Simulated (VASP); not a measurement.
Zn5H8O5, 36 atoms in the cell. The cell holds a wire or tube with vacuum around it, 36 atoms: a = 16.500 Å, b = 18.900 Å, c = 5.293 Å, α = 90.00°, β = 90.00°, γ = 90.00°. 

| Quantity | Value |
| --- | --- |
| Program | VASP 6.6.1 |
| Task | single point |
| Functional | PBE |
| Potentials or basis | VASP PAW PBE potentials, release 64 (Zn, O, H) |
| Cutoff | 520 eV |
| k mesh | 1 × 1 × 6 |
| Occupations | gaussian, width 0.05 eV |
| Spin | no spin polarisation |
| Dipole correction | no |
| Further INCAR settings | LREAL = Auto; ALGO = Normal; EDIFF = 1e-06; NBANDS = 122 |

Potentials or basis: VASP PAW PBE potentials, release 64 (Zn, O, H).

Launch:

```sh
$ cat potpaw_PBE.64/Zn/POTCAR potpaw_PBE.64/O/POTCAR potpaw_PBE.64/H/POTCAR > POTCAR
$ mpirun -np 1 vasp_std > vasp.out
```

Hardware: 1 × NVIDIA H100 80GB with 1 thread of Intel(R) Xeon(R) Platinum 8481C CPU @ 2.70GHz (Sapphire Rapids) (shared host).

Task: Estimate the wall time of this run.

Result: Run time: 3.1 min on 1 × NVIDIA H100 80GB with 1 thread of Intel(R) Xeon(R) Platinum 8481C CPU @ 2.70GHz (Sapphire Rapids) (shared host), peak memory 2.1 GiB. Counts: scf iterations 28, k points 4.
